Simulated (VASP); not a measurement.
# RbYSi2 (P4/mmm) in VASP: a series of runs

The runs below take RbYSi2 through single point, relaxation of cell and atoms, with PBE.

Program: VASP 6.6.1. These are calculated values, not measurements. Logs are shortened: lines on timing, memory, paths and dates and some standing lists are left out, and cuts for length are marked.

**1. The cell of the first run**

Symmetry: P4/mmm, No. 123, tetragonal system. The conventional cell has a = 3.872 Å, b = 3.872 Å, c = 7.576 Å, α = 90.00°, β = 90.00°, γ = 90.00°. Rb (site symmetry 4/mmm) has 8 Si at 3.79 Å and 2 Y at 3.79 Å and 4 Rb at 3.87 Å within 5.0 Å. Y (site symmetry 4/mmm) has 8 Si at 2.98 Å and 2 Rb at 3.79 Å and 4 Y at 3.87 Å within 3.9 Å. Within 3.1 Å of Si (site symmetry 4mm) lie 1 Si at 2.35 Å and 4 Y at 2.98 Å.

**2. Single point, PBE**

INCAR

```
SYSTEM = RbYSi2
  PREC = Accurate
  ENCUT = 520
  EDIFF = 1E-6
  ISMEAR = 0
  SIGMA = 0.1
  LREAL = .False.
  LASPH = .True.
  NELM = 100
  ALGO = Normal
  ISIF = 2
  LWAVE = .False.
  LCHARG = .True.
  GGA = PE
  LELF = .True.
  LVHAR = .True.
  NBANDS = 22
```

KPOINTS

```
regular mesh
0
Gamma
  4 4 4
  0 0 0
```

POSCAR

```
RbYSi2
1.0
    3.8724682269      0.0000000000      0.0000000000
    0.0000000000      3.8724682269      0.0000000000
    0.0000000000      0.0000000000      7.5757884307
Rb Y Si
1 1 2
Direct
    0.0000000000      0.0000000000      0.5000000000
    0.0000000000      0.0000000000      0.0000000000
    0.5000000000      0.5000000000      0.8452051256
    0.5000000000      0.5000000000      0.1547948744
```

Potentials or basis: VASP PAW PBE potentials, release 64 (Rb_sv, Y_sv, Si).

Run with:

```console
$ cat potpaw_PBE.64/Rb_sv/POTCAR potpaw_PBE.64/Y_sv/POTCAR potpaw_PBE.64/Si/POTCAR > POTCAR
$ mpirun -np 1 vasp_std > vasp.out
```

OUTCAR:

```text
SYSTEM = RbYSi2
   PREC = Accurate
   ENCUT = 520
   EDIFF = 1E-6
   ISMEAR = 0
   LREAL = .False.
   LASPH = .True.
   NELM = 100
   ISIF = 2
   GGA = PE

 ion  position               nearest neighbor table
   1  0.000  0.000  0.500-   3 3.79   4 3.79   3 3.79   4 3.79   3 3.79   4 3.79   3 3.79   4 3.79
                             2 3.79   2 3.79
   2  0.000  0.000  0.000-   3 2.98   4 2.98   3 2.98   4 2.98   3 2.98   4 2.98   3 2.98   4 2.98
                             1 3.79   1 3.79
   3  0.500  0.500  0.845-   4 2.35   2 2.98   2 2.98   2 2.98   2 2.98   1 3.79   1 3.79   1 3.79
                             1 3.79
   4  0.500  0.500  0.155-   3 2.35   2 2.98   2 2.98   2 2.98   2 2.98   1 3.79   1 3.79   1 3.79
                             1 3.79

  LATTYP: Found a simple tetragonal cell.
 ALAT       =     3.8724682269
 C/A-ratio  =     1.9563203587

  Lattice vectors:

 A1 = (   3.8724682269,   0.0000000000,   0.0000000000)
 A2 = (   0.0000000000,   3.8724682269,   0.0000000000)
 A3 = (   0.0000000000,   0.0000000000,   7.5757884307)

Analysis of symmetry for initial positions (statically):
=====================================================================
 Subroutine PRICEL returns:
 Original cell was already a primitive cell.

 Routine SETGRP: Setting up the symmetry group for a
 simple tetragonal supercell.

 Subroutine GETGRP returns: Found 16 space group operations
 (whereof 16 operations were pure point group operations)
 out of a pool of 16 trial point group operations.

The static configuration has the point symmetry D_4h.

Analysis of symmetry for dynamics (positions and initial velocities):
=====================================================================
 Subroutine PRICEL returns:
 Original cell was already a primitive cell.

 Routine SETGRP: Setting up the symmetry group for a
 simple tetragonal supercell.

 Subroutine GETGRP returns: Found 16 space group operations
 (whereof 16 operations were pure point group operations)
 out of a pool of 16 trial point group operations.

The dynamic configuration has the point symmetry D_4h.

 Subroutine INISYM returns: Found 16 space group operations
 (whereof 16 operations are pure point group operations),
 and found     1 'primitive' translations

----------------------------------------------------------------------------------------

                                     Primitive cell

  volume of cell :     113.6066

  direct lattice vectors                    reciprocal lattice vectors
     3.872468227  0.000000000  0.000000000     0.258233236  0.000000000  0.000000000
     0.000000000  3.872468227  0.000000000     0.000000000  0.258233236  0.000000000
     0.000000000  0.000000000  7.575788431     0.000000000  0.000000000  0.131999462

  length of vectors
     3.872468227  3.872468227  7.575788431     0.258233236  0.258233236  0.131999462

  position of ions in fractional coordinates (direct lattice)
     0.000000000  0.000000000  0.500000000
     0.000000000  0.000000000  0.000000000
     0.500000000  0.500000000  0.845205126
     0.500000000  0.500000000  0.154794874

  ion indices of the primitive-cell ions
   primitive index   ion index
                 1           1
                 2           2
                 3           3
                 4           4

----------------------------------------------------------------------------------------

 KPOINTS: regular mesh

Automatic generation of k-mesh.
 Grid dimensions read from file:
 generate k-points for:    4    4    4

 Generating k-lattice:

  Cartesian coordinates                     Fractional coordinates (reciprocal lattice)
     0.064558309  0.000000000  0.000000000     0.250000000  0.000000000  0.000000000
     0.000000000  0.064558309  0.000000000     0.000000000  0.250000000  0.000000000
     0.000000000  0.000000000  0.032999866     0.000000000  0.000000000  0.250000000

  Length of vectors
     0.064558309  0.064558309  0.032999866

  Shift w.r.t. Gamma in fractional coordinates (k-lattice)
     0.000000000  0.000000000  0.000000000

 Subroutine IBZKPT returns following result:
 ===========================================

 Found     18 irreducible k-points:

 Following reciprocal coordinates:
            Coordinates               Weight
  0.000000  0.000000  0.000000      1.000000
  0.250000  0.000000  0.000000      4.000000
  0.500000  0.000000  0.000000      2.000000
  0.250000  0.250000  0.000000      4.000000
  0.500000  0.250000  0.000000      4.000000
  0.500000  0.500000  0.000000      1.000000
[... 10 lines left out ...]
  0.500000  0.250000  0.500000      4.000000
  0.500000  0.500000  0.500000      1.000000
   k-points           NKPTS =     18   k-points in BZ     NKDIM =     18   number of bands    NBANDS=     22
   number of dos      NEDOS =    301   number of ions     NIONS =      4
   total plane-waves  NPLWV =  50400
   dimension x,y,z NGX =    30 NGY =   30 NGZ =   56
   dimension x,y,z NGXF=    60 NGYF=   60 NGZF=  112
   ions per type =               1   1   2
   NGX,Y,Z   is equivalent  to a cutoff of  12.88, 12.88, 12.29 a.u.
   NGXF,Y,Z  is equivalent  to a cutoff of  25.76, 25.76, 24.58 a.u.
 SYSTEM =  RbYSi2
   PREC   = accura    normal or accurate (medium, high low for compatibility)
   ISTART =      0    job   : 0-new  1-cont  2-samecut
   ICHARG =      2    charge: 1-file 2-atom 10-const
   ISPIN  =      1    spin polarized calculation?
   LNONCOLLINEAR =      F non collinear calculations
   LSORBIT =      F    spin-orbit coupling
   LASPH  =      T    aspherical Exc in radial PAW
   ENCUT  =  520.0 eV  38.22 Ry    6.18 a.u.   7.20  7.20 14.09*2*pi/ulx,y,z
   NELM   =    100;   NELMIN=  2; NELMDL= -5     # of ELM steps
   EDIFF  = 0.1E-05   stopping-criterion for ELM
   LREAL  =      F    real-space projection
   EDIFFG = 0.1E-04   stopping-criterion for IOM
   NSW    =      0    number of steps for IOM
   IBRION =     -1    ionic relax: 0-MD 1-quasi-New 2-CG
   NFREE  =      0    steps in history (QN), initial steepest desc. (CG)
   ISIF   =      2    stress and relaxation
   ISYM   =      2    0-nonsym 1-usesym 2-fastsym
   POTIM  = 0.5000    time-step for ionic-motion
   TEBEG  =    0.0;   TEEND  =   0.0 temperature during run
   PSTRESS=    0.0 pullay stress
   NELECT =      28.0000    total number of electrons
   NUPDOWN=      -1.0000    fix difference up-down
   EMIN   =  10.00;   EMAX   =-10.00  energy-range for DOS
   EFERMI =   0.00;   METHOD = LEGACY
   ISMEAR =     0;   SIGMA  =   0.10  broadening in eV -4-tet -1-fermi 0-gaus
   EFERMI_NEDOS =   21; number of points for ismear=-14 and -15
   IALGO  =     38    algorithm
   IMIX   =      4    mixing-type and parameters
     AMIX     =   0.40;   BMIX     =  1.00
     AMIX_MAG =   1.60;   BMIX_MAG =  1.00
  volume/ion in A,a.u.               =      28.40       191.66
  Fermi-wavevector in a.u.,A,eV,Ry     =   1.026423  1.939658 14.334335  1.053544
  Thomas-Fermi vector in A             =   2.160315
   LORBIT       =      0    0 simple, 1 ext, 2 COOP (PROOUT), +10 PAW based schemes
   GGA     = PE    functional components
   LHFCALC =     F    Hartree Fock is set to
   AEXX    =    0.0000 exact exchange contribution
   IVDW    =     0    specifies the selected vdW correction
   LEPSILON=     F    determine dielectric tensor
   LRPA    =     F    only Hartree local field effects (RPA)
 non-spin polarized calculation
 Gauss-broadening in eV      SIGMA  =   0.10
  energy-cutoff  :      520.00
  volume of cell :      113.61
 maximum number of plane-waves:      3092
 NGX is ok and might be reduce to    30
   NGX = 15   NGY = 15   NGZ = 29

 number of electron      27.9999998 magnetization

 Free energy of the ion-electron system (eV)
  ---------------------------------------------------
  ext. energy  EPLUGINS =         0.00000000
  ---------------------------------------------------
  free energy    TOTEN  =       -19.15813215 eV

  energy without entropy =      -19.14192123  energy(sigma->0) =      -19.15002669

 E-fermi :   3.3052     XC(G=0):  -8.8153

 val. band max:        3.2940620826   @ k =   0.2500   0.0000   0.0000
 cond. band min:       3.3503784754   @ k =   0.5000   0.2500   0.2500
 fundamental gap:      0.0563163927
 Fermi energy:         3.3051538285

 k-point     1 :       0.0000    0.0000    0.0000
  band No.  band energies     occupation
      1     -38.9107      2.00000
      2     -24.5237      2.00000
      3     -19.1191      2.00000
      4     -18.8089      2.00000
      5     -18.8089      2.00000
      6      -8.7032      2.00000
[... 14 lines left out ...]
     21       7.6010      0.00000
     22       8.2721      0.00000

 k-point     2 :       0.2500    0.0000    0.0000
  band No.  band energies     occupation
      1     -38.9061      2.00000
      2     -24.5040      2.00000
      3     -19.1080      2.00000
      4     -18.9056      2.00000
      5     -18.7984      2.00000
      6      -8.7004      2.00000
[... 14 lines left out ...]
     21       8.1697      0.00000
     22       8.4072      0.00000

 k-point     3 :       0.5000    0.0000    0.0000
  band No.  band energies     occupation
      1     -38.9015      2.00000
      2     -24.4842      2.00000
      3     -19.0969      2.00000
      4     -18.9997      2.00000
      5     -18.7878      2.00000
      6      -8.9719      2.00000
[... 14 lines left out ...]
     21       7.9473      0.00000
     22       8.0462      0.00000
[... 326 lines left out ...]
 k-point    17 :       0.5000    0.2500    0.5000
  band No.  band energies     occupation
      1     -38.8971      2.00000
      2     -24.4657      2.00000
      3     -19.0864      2.00000
      4     -18.9787      2.00000
      5     -18.8735      2.00000
      6      -8.9182      2.00000
[... 14 lines left out ...]
     21       8.1388      0.00000
     22       8.2135      0.00000

 k-point    18 :       0.5000    0.5000    0.5000
  band No.  band energies     occupation
      1     -38.8927      2.00000
      2     -24.4467      2.00000
      3     -19.0771      2.00000
      4     -18.9574      2.00000
      5     -18.9574      2.00000
      6      -8.8641      2.00000
[... 14 lines left out ...]
     21       7.9507      0.00000
     22       8.5049      0.00000

------------------------ aborting loop because EDIFF is reached ----------------------------------------

  FORCE on cell =-STRESS in cart. coord.  units (eV):
  Direction    XX          YY          ZZ          XY          YZ          ZX
  --------------------------------------------------------------------------------------
  -------------------------------------------------------------------------------------
  Total        0.0163630      0.0163630      0.1146604      0.0000000      0.0000000      0.0000000
  in kB        0.2307655      0.2307655      1.6170384      0.0000000      0.0000000      0.0000000
  external PRESSURE =       0.6928565 kB  Pullay stress =       0.0000000 kB

 VOLUME and BASIS-vectors are now :
 -----------------------------------------------------------------------------
  energy-cutoff  :      520.00
  volume of cell :      113.61
      direct lattice vectors                 reciprocal lattice vectors
     3.872468227  0.000000000  0.000000000     0.258233236  0.000000000  0.000000000
     0.000000000  3.872468227  0.000000000     0.000000000  0.258233236  0.000000000
     0.000000000  0.000000000  7.575788431     0.000000000  0.000000000  0.131999462

 POSITION                                       TOTAL-FORCE (eV/Angst)
 -----------------------------------------------------------------------------------
      0.00000      0.00000      3.78789         0.000000      0.000000      0.000000
      0.00000      0.00000      0.00000         0.000000      0.000000      0.000000
      1.93623      1.93623      6.40310         0.000000     -0.000000      0.003572
      1.93623      1.93623      1.17269        -0.000000      0.000000     -0.003572
 -----------------------------------------------------------------------------------
    total drift:                                0.000000     -0.000000      0.000000

  FREE ENERGIE OF THE ION-ELECTRON SYSTEM (eV)
  ---------------------------------------------------
  free  energy   TOTEN  =       -19.1581321450 eV

  energy  without entropy=      -19.1419212335  energy(sigma->0) =      -19.15002669
```

It took 46 s on 1 thread of Intel Xeon Platinum 8488C (Sapphire Rapids), shared host; peak memory 0.24 GiB.

What came out:

| Property | Result |
| --- | --- |
| Free energy | -19.1581 eV |
| Pressure | 0.1 GPa |
| Largest force | 0.004 eV/Å |
| Band gap on the k mesh | zero (band 14 reaches 3.81 eV, above the bottom of band 15 at 1.98 eV) |

Forces in eV/Å, atoms in the order of the input:
```
Rb   0.000  0.000  0.000
Y    0.000  0.000  0.000
Si   0.000  0.000  0.004
Si   0.000  0.000 -0.004
```

Stress tensor (GPa, compression positive):
```
0.02 0.00 0.00
0.00 0.02 0.00
0.00 0.00 0.16
```

Caveat: the k points lie up to 0.41 Å⁻¹ apart.

**3. Relaxation of cell and atoms, PBE**

This run uses another cell than the first one, of 19.47 Å³/atom, 0.685 times its volume.

INCAR

```
SYSTEM = RbYSi2
PREC     = Accurate       ! precision mode
ENCUT    = 600            ! plane-wave cutoff, eV
EDIFF    = 1E-6           ! SCF threshold, eV
ISMEAR   = 0              ! smearing method
SIGMA    = 0.1            ! smearing width, eV
LREAL    = .False.        ! projectors in reciprocal space
LASPH    = .True.         ! aspherical terms in the spheres
NELM     = 100            ! most SCF steps
ALGO     = Normal         ! electronic algorithm
ISIF     = 3              ! what is computed and relaxed
LWAVE    = .False.        ! write WAVECAR
LCHARG   = .False.        ! write CHGCAR
GGA      = PE             ! functional
IBRION   = 2              ! ionic algorithm
NSW      = 90             ! ionic steps
EDIFFG   = -0.04          ! ionic threshold
```

KPOINTS is that of step 2.

POSCAR

```
RbYSi2
1.0
    4.1773566100      0.0000000000      0.0000000000
    0.0000000000      4.1773566100      0.0000000000
    0.0000000000      0.0000000000      4.4622413500
Rb Y Si
1 1 2
Direct
    0.0000000000      0.0000000000      0.5000000000
    0.0000000000      0.0000000000      0.0000000000
    0.5000000000      0.5000000000      0.7465128900
    0.5000000000      0.5000000000      0.2534871100
```

Potentials or basis: VASP PAW PBE potentials, release 64 (Rb_sv, Y_sv, Si).

Run with:

```console
$ cat potpaw_PBE.64/Rb_sv/POTCAR potpaw_PBE.64/Y_sv/POTCAR potpaw_PBE.64/Si/POTCAR > POTCAR
$ mpirun -np 1 vasp_std > vasp.out
```

It took 6 min on 1 thread of Intel Xeon Platinum 8488C (Sapphire Rapids), shared host; peak memory 0.24 GiB.

It converged, with:

```
Free energy                            : -19.1413 eV
Relaxed volume                         : 28.42 Å³/atom
Relaxed cell                           : a = 3.870 Å, b = 3.870 Å, c = 7.589 Å, α = 90.00°, β = 90.00°, γ = 90.00°
Space group after relaxing (to 0.05 Å) : P4/mmm (No. 123)
Energy gained by relaxing              : 1833.7 meV/atom
Ionic steps                            : 18
Pressure after relaxing                : 0.0 GPa
Largest force after relaxing           : 0.019 eV/Å
Band gap on the k mesh                 : zero (band 14 reaches 3.82 eV, above the bottom of band 15 at 1.98 eV)
```

Forces in eV/Å, atoms in the order of the input:
```
Rb   0.000  0.000  0.000
Y    0.000  0.000  0.000
Si   0.000  0.000 -0.019
Si   0.000  0.000  0.019
```

Stress tensor (GPa, compression positive):
```
 0.10  0.00  0.00
 0.00  0.10  0.00
 0.00  0.00 -0.09
```

Step by step:
```tsv
step	energy change (eV)	largest force (eV/Å)	pressure (GPa)	volume (Å³)
1	0.0000	1.1235	32.79	77.87
2	-5.0689	1.7263	-5.56	122.04
3	-4.9643	1.4155	-1.43	100.87
4	-5.0968	1.7720	-4.60	115.66
5	-5.8044	1.9499	-0.87	104.22
6	-6.0687	1.8376	4.26	95.00
7	-6.5878	1.2999	3.90	97.55
8	-6.9084	0.6823	4.37	100.24
9	-6.4267	2.6367	10.01	105.23
10	-6.9542	0.3489	5.08	101.05
11	-7.3130	0.1350	-1.38	118.62
12	-7.3208	0.2660	-0.87	116.47
13	-7.3208	0.2848	-0.79	116.15
14	-7.3220	0.4869	0.21	114.33
15	-7.3322	0.0756	-0.32	115.19
16	-7.3339	0.0595	-0.01	114.12
17	-7.3340	0.0551	0.08	113.82
18	-7.3347	0.0185	0.03	113.68
```

Final structure:
```yaml
crystal:
  lattice:
    - [3.87030, 0.00000, 0.00000]
    - [0.00000, 3.87030, 0.00000]
    - [0.00000, 0.00000, 7.58899]
  atoms:
    - { symbol: Rb, position: [0.00000, 0.00000, 0.50000] }
    - { symbol: Y, position: [0.00000, 0.00000, 0.00000] }
    - { symbol: Si, position: [0.50000, 0.50000, 0.84547] }
    - { symbol: Si, position: [0.50000, 0.50000, 0.15453] }
```

Levels at points of the mesh, in eV from the Fermi level:
```
           k point  band 12  band 13  band 14  band 15  band 16  band 17
(0.00, 0.00, 0.00)    -0.10     0.51     0.51     0.83     0.83     1.49
(0.50, 0.00, 0.00)    -1.31    -1.19    -0.58     0.63     2.34     2.61
(0.50, 0.50, 0.00)    -2.02    -1.78    -1.78    -1.33     1.00     4.23
(0.00, 0.00, 0.50)    -0.08     0.45     0.45     0.68     0.94     0.94
(0.50, 0.00, 0.50)    -1.38    -1.20    -1.18     1.44     1.88     2.71
(0.50, 0.50, 0.50)    -2.14    -1.59    -1.59    -0.58     1.80     2.09
```

Caveat: the k points lie up to 0.41 Å⁻¹ apart in the final cell; the volume moved by over 15 % at a fixed basis, so the end points are rough.

**4. Single point, PBE**

This run uses another cell than the first one, of 19.47 Å³/atom, 0.685 times its volume.

INCAR

```
  PREC = Accurate
  ENCUT = 520
  EDIFF = 1E-6
  ISMEAR = 0
  SIGMA = 0.1
  LREAL = False
  LASPH = True
  NELM = 100
  ALGO = Normal
  ISIF = 2
  LWAVE = False
  LCHARG = False
  GGA = PE
  NBANDS = 22
```

KPOINTS

```
regular mesh
0
Gamma
  4 4 4
```

POSCAR is that of step 3.

Run with:

```console
$ cat potpaw_PBE.64/Rb_sv/POTCAR potpaw_PBE.64/Y_sv/POTCAR potpaw_PBE.64/Si/POTCAR > POTCAR
$ mpirun -np 1 vasp_std > vasp.out
```

It took 27 s on 1 thread of Intel Xeon Platinum 8488C (Sapphire Rapids), shared host; peak memory 0.2 GiB.

The run converged. Its results:

| Item | Value |
| --- | --- |
| Free energy | -11.8064 eV |
| Pressure | 32.8 GPa |
| Largest force | 1.124 eV/Å |
| Band gap on the k mesh | zero (band 14 reaches 6.38 eV, above the bottom of band 15 at 4.09 eV) |

Forces in eV/Å, atoms in the order of the input:
```
Rb   0.000  0.000  0.000
Y    0.000  0.000  0.000
Si   0.000  0.000  1.124
Si   0.000  0.000 -1.124
```

Stress tensor (GPa, compression positive):
```
 -1.34   0.00   0.00
  0.00  -1.34   0.00
  0.00   0.00 101.04
```

Levels at points of the mesh, in eV from the Fermi level:
| k point | band 11 | band 12 | band 13 | band 14 | band 15 | band 16 | band 17 | band 18 |
| --- | --- | --- | --- | --- | --- | --- | --- | --- |
| (0.00, 0.00, 0.00) | -2.80 | -1.31 | -1.30 | -1.30 | -0.92 | -0.92 | 1.29 | 1.33 |
| (0.50, 0.00, 0.00) | -3.99 | -3.92 | -3.03 | -0.44 | 1.91 | 1.97 | 2.18 | 2.37 |
| (0.50, 0.50, 0.00) | -2.69 | -2.69 | -2.14 | -2.14 | -2.00 | 1.24 | 3.46 | 3.46 |
| (0.00, 0.00, 0.50) | -0.35 | -0.35 | -0.23 | 0.29 | 0.29 | 1.48 | 1.99 | 2.40 |
| (0.50, 0.00, 0.50) | -3.52 | -2.65 | -1.64 | -0.93 | 1.66 | 2.23 | 3.11 | 3.21 |
| (0.50, 0.50, 0.50) | -2.32 | -2.32 | -0.92 | -0.92 | 2.64 | 3.75 | 3.75 | 3.78 |

Caveat: the k points lie up to 0.38 Å⁻¹ apart; forces of over 1 eV/Å act on the atoms, so gaps and moduli don't describe the material at rest.

**5. Overview**

```tsv
task	cell	cutoff (eV)	gap on the mesh (eV)	pressure (GPa)	largest force (eV/Å)
single point	a = 3.872, b = 3.872, c = 7.576 Å, 4 atoms	520	none	0.1	-
relaxation of cell and atoms	relaxed from a = 4.177, b = 4.177, c = 4.462 Å, 4 atoms	600	none	0.0	0.02
single point	a = 4.177, b = 4.177, c = 4.462 Å, 4 atoms	520	none	32.8	1.12
```

Alike in all rows: level PBE; potentials or basis VASP PAW PBE potentials, release 64 (Rb_sv, Y_sv, Si); no spin polarisation; k mesh 4 × 4 × 4; smearing gaussian 0.1 eV.

Caveats: all runs use coarse meshes; the volume moved by over 15 % at a fixed basis, so the end points are rough (some runs); forces of over 1 eV/Å act on the atoms, so gaps and moduli don't describe the material at rest (some runs).

Absolute energies hang on the potentials; compare differences alone.
